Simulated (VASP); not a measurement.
Here is a VASP 6.6.1 calculation.

File INCAR:

```
PREC = Accurate ; ENCUT = 520
EDIFF = 1E-6 ; ISMEAR = 0
SIGMA = 0.1 ; LREAL = F
LASPH = T ; NELM = 80
ALGO = Normal ; ISIF = 2
LWAVE = F ; LCHARG = F
NBANDS = 13
```

The input KPOINTS:

```
Automatic mesh
0
Gamma
  8 8 8
```

POSCAR

```
Ge
1.0
    0.0000000000      2.0983605250      2.0983605250
    2.0983605250      0.0000000000      2.0983605250
    2.0983605250      2.0983605250      0.0000000000
Ge
1
Direct
    0.0000000000      0.0000000000      0.0000000000
```

Potentials or basis: VASP PAW LDA potentials, release 64 (Ge_d).

Run with:

```console
$ cat potpaw_LDA.64/Ge_d/POTCAR > POTCAR
$ mpirun -np 1 vasp_std > vasp.out
```

Task: Predict the band gap on the k mesh.

Result: Zero (band 7 reaches 15.81 eV, above the bottom of band 8 at 4.61 eV).

Task: Predict the pressure.

Result: -0.9 GPa.
